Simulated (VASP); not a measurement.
# MnSi (rocksalt type) (Fm-3m) in VASP: single point with r2SCAN

Aim: the single point of MnSi (rocksalt type) with r2SCAN.

Program: VASP 6.6.1. These are calculated values, not measurements. Logs are shortened: lines on timing, memory, paths and dates and some standing lists are left out, and cuts for length are marked.

### 1 The cell of the first run

It takes space group Fm-3m (No. 225, cubic). Conventional cell: a = 4.674 Å, b = 4.674 Å, c = 4.674 Å, α = 90.00°, β = 90.00°, γ = 90.00°. Mn (site symmetry m-3m) has 6 Si at 2.34 Å within 3.1 Å. Within 3.1 Å of Si (site symmetry m-3m) lie 6 Mn at 2.34 Å.

### 2 Single point, r2SCAN, collinear spin, ferromagnetic start (volume scaled by 0.85)

File POSCAR:

```
MnSi
1.0
    0.0000000000      2.3369455221      2.3369455221
    2.3369455221      0.0000000000      2.3369455221
    2.3369455221      2.3369455221      0.0000000000
Mn Si
1 1
Direct
    0.0000000000      0.0000000000      0.0000000000
    0.5000000000      0.5000000000      0.5000000000
```

File INCAR.step1:

```
SYSTEM = MnSi
PREC = Accurate
ENCUT = 520
ISMEAR = -1
SIGMA = 0.08
LREAL = .False.
LASPH = .True.
NELM = 150
ISPIN = 2
MAGMOM = 3 0
LMAXMIX = 4
NBANDS = 20
GGA = PE
ALGO = Normal
EDIFF = 1E-4
LWAVE = .True.
LCHARG = .False.
```

File INCAR.step2:

```
SYSTEM = MnSi
PREC = Accurate
ENCUT = 520
EDIFF = 1E-6
ISMEAR = -1
SIGMA = 0.08
LREAL = .False.
LASPH = .True.
NELM = 150
ALGO = Normal
ISIF = 2
LWAVE = .False.
LCHARG = .False.
ISPIN = 2
MAGMOM = 3 0
LORBIT = 11
LMAXMIX = 4
METAGGA = R2SCAN
LMIXTAU = .True.
NBANDS = 20
ISTART = 1
```

File KPOINTS:

```
Automatic mesh
0
Gamma
  14 14 14
  0 0 0
```

Potentials or basis: VASP PAW PBE potentials, release 64 (Mn_pv, Si).

Command:

```
cat potpaw_PBE.64/Mn_pv/POTCAR potpaw_PBE.64/Si/POTCAR > POTCAR
cp INCAR.step1 INCAR
mpirun -np 1 vasp_std > vasp.out
cp INCAR.step2 INCAR
mpirun -np 1 vasp_std > vasp.out
```

OUTCAR:

```text
SYSTEM = MnSi
   PREC = Accurate
   ENCUT = 520
   EDIFF = 1E-6
   ISMEAR = -1
   LREAL = .False.
   LASPH = .True.
   NELM = 150
   ISIF = 2
   ISPIN = 2
   LORBIT = 11
   METAGGA = R2SCAN
   ISTART = 1

 ion  position               nearest neighbor table
   1  0.000  0.000  0.000-   2 2.34   2 2.34   2 2.34   2 2.34   2 2.34   2 2.34
   2  0.500  0.500  0.500-   1 2.34   1 2.34   1 2.34   1 2.34   1 2.34   1 2.34

  LATTYP: Found a face centered cubic cell.
 ALAT       =     4.6738910442

  Lattice vectors:

 A1 = (   0.0000000000,   2.3369455221,   2.3369455221)
 A2 = (   2.3369455221,   0.0000000000,   2.3369455221)
 A3 = (   2.3369455221,   2.3369455221,   0.0000000000)

Analysis of symmetry for initial positions (statically):
=====================================================================
 Subroutine PRICEL returns:
 Original cell was already a primitive cell.

 Routine SETGRP: Setting up the symmetry group for a
 face centered cubic supercell.

 Subroutine GETGRP returns: Found 48 space group operations
 (whereof 48 operations were pure point group operations)
 out of a pool of 48 trial point group operations.

The static configuration has the point symmetry O_h .

Analysis of symmetry for dynamics (positions and initial velocities):
=====================================================================
 Subroutine PRICEL returns:
 Original cell was already a primitive cell.

 Routine SETGRP: Setting up the symmetry group for a
 face centered cubic supercell.

 Subroutine GETGRP returns: Found 48 space group operations
 (whereof 48 operations were pure point group operations)
 out of a pool of 48 trial point group operations.

The dynamic configuration has the point symmetry O_h .

Analysis of structural, dynamic, and magnetic symmetry:
=====================================================================
 Subroutine PRICEL returns:
 Original cell was already a primitive cell.

 Routine SETGRP: Setting up the symmetry group for a
 face centered cubic supercell.

 Subroutine GETGRP returns: Found 48 space group operations
 (whereof 48 operations were pure point group operations)
 out of a pool of 48 trial point group operations.

The overall configuration has the point symmetry O_h .

 Subroutine INISYM returns: Found 48 space group operations
 (whereof 48 operations are pure point group operations),
 and found     1 'primitive' translations

----------------------------------------------------------------------------------------

                                     Primitive cell

  volume of cell :      25.5256

  direct lattice vectors                    reciprocal lattice vectors
     0.000000000  2.336945522  2.336945522    -0.213954495  0.213954495  0.213954495
     2.336945522  0.000000000  2.336945522     0.213954495 -0.213954495  0.213954495
     2.336945522  2.336945522  0.000000000     0.213954495  0.213954495 -0.213954495

  length of vectors
     3.304940052  3.304940052  3.304940052     0.370580057  0.370580057  0.370580057

  position of ions in fractional coordinates (direct lattice)
     0.000000000  0.000000000  0.000000000
     0.500000000  0.500000000  0.500000000

  ion indices of the primitive-cell ions
   primitive index   ion index
                 1           1
                 2           2

----------------------------------------------------------------------------------------

 KPOINTS: Automatic mesh

Automatic generation of k-mesh.
 Grid dimensions read from file:
 generate k-points for:   14   14   14

 Generating k-lattice:

  Cartesian coordinates                     Fractional coordinates (reciprocal lattice)
    -0.015282464  0.015282464  0.015282464     0.071428571  0.000000000  0.000000000
     0.015282464 -0.015282464  0.015282464     0.000000000  0.071428571  0.000000000
     0.015282464  0.015282464 -0.015282464     0.000000000  0.000000000  0.071428571

  Length of vectors
     0.026470004  0.026470004  0.026470004

  Shift w.r.t. Gamma in fractional coordinates (k-lattice)
     0.000000000  0.000000000  0.000000000

 Subroutine IBZKPT returns following result:
 ===========================================

 Found    104 irreducible k-points:

 Following reciprocal coordinates:
            Coordinates               Weight
  0.000000  0.000000  0.000000      1.000000
  0.071429  0.000000  0.000000      8.000000
  0.142857  0.000000  0.000000      8.000000
  0.214286  0.000000  0.000000      8.000000
  0.285714  0.000000  0.000000      8.000000
  0.357143  0.000000  0.000000      8.000000
[... 16 lines left out ...]
  0.214286  0.142857  0.000000     24.000000
  0.285714  0.142857  0.000000     24.000000
 [... further k-points ...]
   k-points           NKPTS =    104   k-points in BZ     NKDIM =    104   number of bands    NBANDS=     20
   number of dos      NEDOS =    301   number of ions     NIONS =      2
   total plane-waves  NPLWV =  21952
   dimension x,y,z NGX =    28 NGY =   28 NGZ =   28
   dimension x,y,z NGXF=    56 NGYF=   56 NGZF=   56
   ions per type =               1   1
   NGX,Y,Z   is equivalent  to a cutoff of  14.08, 14.08, 14.08 a.u.
   NGXF,Y,Z  is equivalent  to a cutoff of  28.17, 28.17, 28.17 a.u.
 SYSTEM =  MnSi
   PREC   = accura    normal or accurate (medium, high low for compatibility)
   ISTART =      1    job   : 0-new  1-cont  2-samecut
   ICHARG =      0    charge: 1-file 2-atom 10-const
   ISPIN  =      2    spin polarized calculation?
   LNONCOLLINEAR =      F non collinear calculations
   LSORBIT =      F    spin-orbit coupling
   LASPH  =      T    aspherical Exc in radial PAW
   ENCUT  =  520.0 eV  38.22 Ry    6.18 a.u.   6.14  6.14  6.14*2*pi/ulx,y,z
   NELM   =    150;   NELMIN=  2; NELMDL=  0     # of ELM steps
   EDIFF  = 0.1E-05   stopping-criterion for ELM
   LREAL  =      F    real-space projection
   EDIFFG = 0.1E-04   stopping-criterion for IOM
   NSW    =      0    number of steps for IOM
   IBRION =     -1    ionic relax: 0-MD 1-quasi-New 2-CG
   NFREE  =      0    steps in history (QN), initial steepest desc. (CG)
   ISIF   =      2    stress and relaxation
   ISYM   =      2    0-nonsym 1-usesym 2-fastsym
   POTIM  = 0.5000    time-step for ionic-motion
   TEBEG  =    0.0;   TEEND  =   0.0 temperature during run
   PSTRESS=    0.0 pullay stress
   NELECT =      17.0000    total number of electrons
   NUPDOWN=      -1.0000    fix difference up-down
   EMIN   =  10.00;   EMAX   =-10.00  energy-range for DOS
   EFERMI =   0.00;   METHOD = LEGACY
   ISMEAR =    -1;   SIGMA  =   0.08  broadening in eV -4-tet -1-fermi 0-gaus
   EFERMI_NEDOS =   21; number of points for ismear=-14 and -15
   IALGO  =     38    algorithm
   IMIX   =      4    mixing-type and parameters
     AMIX     =   0.40;   BMIX     =  1.00
     AMIX_MAG =   1.60;   BMIX_MAG =  1.00
  volume/ion in A,a.u.               =      12.76        86.13
  Fermi-wavevector in a.u.,A,eV,Ry     =   1.429659  2.701664 27.809297  2.043926
  Thomas-Fermi vector in A             =   2.549589
   LORBIT       =     11    0 simple, 1 ext, 2 COOP (PROOUT), +10 PAW based schemes
   METAGGA = R2SCAN    functional components
   LHFCALC =     F    Hartree Fock is set to
   AEXX    =    0.0000 exact exchange contribution
   IVDW    =     0    specifies the selected vdW correction
   LEPSILON=     F    determine dielectric tensor
   LRPA    =     F    only Hartree local field effects (RPA)
 spin polarized calculation
  energy-cutoff  :      520.00
  volume of cell :       25.53
 maximum number of plane-waves:       701
 NGX is ok and might be reduce to    28
   NGX = 13   NGY = 13   NGZ = 13

 number of electron      16.9999995 magnetization       2.6077094

 Free energy of the ion-electron system (eV)
  ---------------------------------------------------
  ext. energy  EPLUGINS =         0.00000000
  ---------------------------------------------------
  free energy    TOTEN  =       -23.12845489 eV

  energy without entropy =      -23.10614011  energy(sigma->0) =      -23.11729750

 E-fermi :  10.2840     XC(G=0): -13.0878

 val. band max:       10.2796570123   @ k =   0.4286   0.2857   0.0000
 cond. band min:      10.2903111654   @ k =  -0.3571   0.4286   0.0714
 fundamental gap:      0.0106541531
 Fermi energy:        10.2840371731

 spin component 1

 k-point     1 :       0.0000    0.0000    0.0000
  band No.  band energies     occupation
      1     -41.4580      1.00000
      2     -41.4580      1.00000
      3     -41.4579      1.00000
      4      -2.7319      1.00000
      5       6.6605      1.00000
      6       6.6605      1.00000
[... 12 lines left out ...]
     19      26.1668      0.00000
     20      27.5264      0.00000

 k-point     2 :       0.0714    0.0000    0.0000
  band No.  band energies     occupation
      1     -41.4601      1.00000
      2     -41.4583      1.00000
      3     -41.4582      1.00000
      4      -2.6208      1.00000
      5       6.5950      1.00000
      6       6.6846      1.00000
[... 498 lines left out ...]
 k-point    24 :       0.2857    0.1429    0.0000
  band No.  band energies     occupation
      1     -41.4789      1.00000
      2     -41.4641      1.00000
      3     -41.4636      1.00000
      4      -1.1681      1.00000
      5       5.8322      1.00000
      6       6.1980      1.00000
[... 12 lines left out ...]
     19      29.3615      0.00000
     20      30.7276      0.00000

 [... further k-points ...]

 spin component 2

 k-point     1 :       0.0000    0.0000    0.0000
  band No.  band energies     occupation
      1     -37.6738      1.00000
      2     -37.6735      1.00000
      3     -37.6735      1.00000
      4      -2.8934      1.00000
      5       9.4944      0.99995
      6       9.4945      0.99995
[... 12 lines left out ...]
     19      26.8442      0.00000
     20      29.0863      0.00000

 k-point     2 :       0.0714    0.0000    0.0000
  band No.  band energies     occupation
      1     -37.6764      1.00000
      2     -37.6741      1.00000
      3     -37.6739      1.00000
      4      -2.7816      1.00000
      5       9.3788      0.99999
      6       9.3789      0.99999
[... 498 lines left out ...]
 k-point    24 :       0.2857    0.1429    0.0000
  band No.  band energies     occupation
      1     -37.7011      1.00000
      2     -37.6814      1.00000
      3     -37.6807      1.00000
      4      -1.3174      1.00000
      5       7.2714      1.00000
      6       8.2063      1.00000
[... 12 lines left out ...]
     19      30.0191      0.00000
     20      31.6559      0.00000

 [... further k-points ...]
[... 5 lines left out ...]
  --------------------------------------------------------------------------------------
  -------------------------------------------------------------------------------------
  Total        3.1236043      3.1236043      3.1236043      0.0000000      0.0000000      0.0000000
  in kB      196.0608282    196.0608282    196.0608282      0.0000000      0.0000000      0.0000000
  external PRESSURE =     196.0608282 kB  Pullay stress =       0.0000000 kB

 VOLUME and BASIS-vectors are now :
 -----------------------------------------------------------------------------
  energy-cutoff  :      520.00
  volume of cell :       25.53
      direct lattice vectors                 reciprocal lattice vectors
     0.000000000  2.336945522  2.336945522    -0.213954495  0.213954495  0.213954495
     2.336945522  0.000000000  2.336945522     0.213954495 -0.213954495  0.213954495
     2.336945522  2.336945522  0.000000000     0.213954495  0.213954495 -0.213954495

 POSITION                                       TOTAL-FORCE (eV/Angst)
 -----------------------------------------------------------------------------------
      0.00000      0.00000      0.00000        -0.000000     -0.000000      0.000000
      2.33695      2.33695      2.33695         0.000000      0.000000     -0.000000
 -----------------------------------------------------------------------------------
    total drift:                               -0.000000     -0.000000      0.000000

  FREE ENERGIE OF THE ION-ELECTRON SYSTEM (eV)
  ---------------------------------------------------
  free  energy   TOTEN  =       -23.1284548925 eV

  energy  without entropy=      -23.1061401091  energy(sigma->0) =      -23.11729750

 total charge

# of ion       s       p       d       tot
------------------------------------------
    1        0.380   6.321   5.276  11.977
    2        0.792   0.995   0.000   1.787
--------------------------------------------------
tot          1.171   7.316   5.276  13.763

 magnetization (x)

# of ion       s       p       d       tot
------------------------------------------
    1        0.070   0.016   2.671   2.757
    2       -0.025  -0.107   0.000  -0.132
--------------------------------------------------
tot          0.045  -0.091   2.671   2.625
```

Wall time 9.6 min (1 thread of Intel Xeon Platinum 8259CL at 2.50GHz (Skylake/Cascade Lake), shared host); peak memory 0.24 GiB.

What came out:

| Item | Value |
| --- | --- |
| Free energy | -23.1285 eV |
| Pressure | 19.6 GPa |
| Net moment | 2.61 μB per cell |
| Site moments | Mn +2.76; Si -0.13 μB |
| Valence electrons inside the program's atomic spheres | Mn 11.98; Si 1.79 |

Caveat: the PAW data sets were made with another functional, which shifts forces and pressure a little.
